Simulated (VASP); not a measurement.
Wanted: the native input for a VASP 6.6.1 run.

```
Task                   : relaxation of cell and atoms
Functional             : PBE
Potentials or basis    : VASP PAW PBE potentials, release 64 (Hf_pv, H)
Cutoff                 : 600 eV
k mesh                 : 6 × 6 × 2
Occupations            : gaussian, width 0.2 eV
Spin                   : no spin polarisation
Dipole correction      : no
Further INCAR settings : ALGO = Normal; EDIFF = 1e-06; IBRION = 2; EDIFFG = -0.08; NSW = 36; ISIF = 3
```

The structure of Hf5H2 lies in POSCAR:

```
Hf5H2
1.0
    3.1500000000      0.0000000000      0.0000000000
   -1.5750000000      2.7279800200      0.0000000000
    0.0000000000      0.0000000000     12.6000000000
Hf H
5 2
Direct
    0.6666666700      0.3333333300      0.4000000000
    0.3333333300      0.6666666700      0.6000000000
    0.0000000000      0.0000000000      0.0000000000
    0.6666666700      0.3333333300      0.8000000000
    0.3333333300      0.6666666700      0.2000000000
    0.6666666700      0.3333333300      0.5500000000
    0.3333333300      0.6666666700      0.4500000000
```

These files were run (other wordings do the same):

INCAR

```
SYSTEM = Hf5H2
ALGO     = Normal         ! electronic algorithm
EDIFF    = 1E-6           ! SCF threshold, eV
EDIFFG   = -0.08          ! ionic threshold
ENCUT    = 600            ! plane-wave cutoff, eV
GGA      = PE             ! functional
IBRION   = 2              ! ionic algorithm
ISIF     = 3              ! what is computed and relaxed
ISMEAR   = 0              ! smearing method
LASPH    = .TRUE.         ! aspherical terms in the spheres
LCHARG   = .FALSE.        ! write CHGCAR
LREAL    = .FALSE.        ! projectors in reciprocal space
LWAVE    = .FALSE.        ! write WAVECAR
NELM     = 60             ! most SCF steps
NSW      = 36             ! ionic steps
PREC     = Accurate       ! precision mode
SIGMA    = 0.2            ! smearing width, eV
```

KPOINTS

```
k-points
0
G
  6 6 2
  0 0 0
```

Potentials or basis: VASP PAW PBE potentials, release 64 (Hf_pv, H).

The run is started by

```bash
$ cat potpaw_PBE.64/Hf_pv/POTCAR potpaw_PBE.64/H/POTCAR > POTCAR
$ mpirun -np 1 vasp_std > vasp.out
```

Results of the run:

| Property | Result |
| --- | --- |
| Relaxed volume | 16.78 Å³/atom |
| Relaxed cell | a = 3.195 Å, b = 3.195 Å, c = 13.292 Å, α = 90.00°, β = 90.00°, γ = 120.00° |
| Space group after relaxing (to 0.1 Å) | P-3m1 (No. 164) |
| Energy gained by relaxing | 112.4 meV/atom |
| Ionic steps | 11 |
| Pressure after relaxing | -0.2 GPa |
| Largest force after relaxing | 0.027 eV/Å |
| Band gap on the k mesh | zero (bands 26 and 27 overlap by 1.82 eV) |

Caveat: the k points lie up to 0.38 Å⁻¹ apart in the final cell, too coarse for converged energies and pressures of a metal; spin-orbit coupling is left out, which moves the levels of the heavy elements.

It took 12 min on 1 thread of Intel(R) Xeon(R) Platinum 8124M CPU @ 3.00GHz (Skylake/Cascade Lake) (shared host), peak memory 0.31 GiB.
